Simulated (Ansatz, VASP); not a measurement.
One calculation of InSe, two programs

The input INCAR:

```
SYSTEM = InSe
PREC = Accurate ; ENCUT = 520
EDIFF = 1E-7 ; ISMEAR = 0
SIGMA = 0.05 ; LREAL = .FALSE.
LASPH = .TRUE. ; NELM = 60
ALGO = Normal ; ISIF = 2
LWAVE = .FALSE. ; LCHARG = .FALSE.
GGA = PS ; NBANDS = 27
```

Contents of KPOINTS:

```
regular mesh
0
G
  8 8 6
  0 0 0
```

Contents of POSCAR:

```
InSe
1.0
    6.1392981322     -1.9627869108     -0.0052948673
    6.1392981322      1.9627869108     -0.0052948673
   -1.6773490439      0.0000000000      4.2720903652
In Se
2 2
Direct
    0.8858026589      0.8858026589      0.0290539339
    0.1141973411      0.1141973411      0.9709460661
    0.6547212217      0.6547212217      0.6374867706
    0.3452787783      0.3452787783      0.3625132294
```

Input for Ansatz:

```yaml
crystal:
  lattice:
    - [6.1392981322, -1.9627869108, -0.0052948673]
    - [6.1392981322, 1.9627869108, -0.0052948673]
    - [-1.6773490439, 0.0, 4.2720903652]
  atoms:
    - { symbol: In, position: [0.8858026589, 0.8858026589, 0.0290539339] }
    - { symbol: In, position: [0.1141973411, 0.1141973411, 0.9709460661] }
    - { symbol: Se, position: [0.6547212217, 0.6547212217, 0.6374867706] }
    - { symbol: Se, position: [0.3452787783, 0.3452787783, 0.3625132294] }
basis:
  ecutwfc: 420
kpoints:
  mp_grid: { grid: [8, 8, 6] }
hamiltonian:
  xc: pbesol
scf:
  occupations: { method: gaussian, width: 0.05 }
output:
  forces: true
  stress: true
  eigenvalues: true
  write_density: true
  write_potential: true
  elf: true
  volumetric_format: npy
```

Change from the starting cell: strain +0.0450 x Voigt [1, -1, 0, 0, 0, 0], atoms carried along.

Alike in both runs: task single point; functional PBEsol; k mesh 8 × 8 × 6; occupations gaussian, width 0.05 eV; no spin polarisation.

|  | VASP | Ansatz |
| --- | --- | --- |
| version | VASP 6.6.1 | Ansatz 0.2.0 |
| potentials or method | VASP PAW PBE potentials, release 64 (In_d, Se), cutoff 520 eV | scalar-relativistic, plane waves, PAW |
| valence electrons in the cell | 38 | 58 |

|  | VASP | Ansatz | Ansatz less VASP |
| --- | --- | --- | --- |
| gap on the k mesh at the Fermi level (eV) | 0.26 | 0.27 | +0.006 |
| least direct gap on the mesh (eV) | 0.86 | 0.86 | +0.003 |
| pressure (GPa) | 0.2 | 0.1 | -0.07 |
| traceless stress, the component that is largest in VASP (GPa) | -4.10 | -4.09 | +0.011 |
| rms of the force components (eV/Å) | 0.236 | 0.227 | -0.0084 |

VASP's potentials were made for PBE, not for PBEsol. Atom by atom the forces differ by 0.010 eV/Å (rms over components). VASP's potentials hold 38 valence electrons a cell and Ansatz's 58, so a difference there can come from the potentials and not from the codes.
